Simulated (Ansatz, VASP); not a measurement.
# One calculation of AlNi, two programs

The input INCAR:

```
SYSTEM = AlNi
PREC     = Accurate       ! precision mode
ENCUT    = 520            ! plane-wave cutoff, eV
EDIFF    = 1E-6           ! SCF threshold, eV
ISMEAR   = 0              ! smearing method
SIGMA    = 0.15           ! smearing width, eV
LREAL    = .False.        ! projectors in reciprocal space
LASPH    = .True.         ! aspherical terms in the spheres
NELM     = 60             ! most SCF steps
ALGO     = Fast           ! electronic algorithm
ISIF     = 2              ! what is computed and relaxed
LWAVE    = .False.        ! write WAVECAR
LCHARG   = .False.        ! write CHGCAR
GGA      = PE             ! functional
NBANDS   = 14             ! bands
```

KPOINTS

```
Automatic mesh
0
Gamma
  16 16 16
  0 0 0
```

POSCAR

```
AlNi
1.0
    2.8927237805      0.0000000000      0.0000000000
    0.0000000000      2.8927237805      0.0000000000
    0.0000000000      0.0000000000      2.8927237805
Al Ni
1 1
Direct
    0.0000000000      0.0000000000     -0.0207416969
    0.5000000000      0.5000000000      0.5095350226
```

Input for Ansatz:

```yaml
crystal:
  lattice:
    - [2.8927237805, 0.0, 0.0]
    - [0.0, 2.8927237805, 0.0]
    - [0.0, 0.0, 2.8927237805]
  atoms:
    - { symbol: Al, position: [0.0, 0.0, -0.0207416969] }
    - { symbol: Ni, position: [0.5, 0.5, 0.5095350226] }
basis:
  ecutwfc: 520.0
kpoints:
  mp_grid: { grid: [16, 16, 16] }
hamiltonian:
  xc: pbe
  pseudopotentials: { kind: paw, azcp: { folder: soft_1 } }
scf:
  occupations: { method: gaussian, width: 0.15 }
output:
  forces: true
  stress: true
  eigenvalues: true
```

Change from the starting cell: mode 6 frozen in at -0.060 Å, equal normal strain along x, y and z +0.0000.

Alike in both runs: task single point; functional PBE; k mesh 16 × 16 × 16; occupations gaussian, width 0.15 eV; no spin polarisation.

```csv
,VASP,Ansatz
version,VASP 6.6.1,Ansatz 0.2.0
potentials or method,"VASP PAW PBE potentials, release 64 (Al, Ni), cutoff 520 eV","scalar-relativistic, plane waves, PAW"
valence electrons in the cell,13,21
```

```csv
,VASP,Ansatz,Ansatz less VASP
gap on the k mesh at the Fermi level (eV),none,none,-
pressure (GPa),0.4,0.5,+0.04
"traceless stress, the component that is largest in VASP (GPa)",-0.24,-0.24,+0.002
rms of the force components (eV/Å),0.288,0.286,-0.0020
```

Atom by atom the forces differ by 0.002 eV/Å (rms over components). A gap of «none» marks a metal or a gap that the smearing closes. VASP's potentials hold 13 valence electrons a cell and Ansatz's 21, so a difference there can come from the potentials and not from the codes.
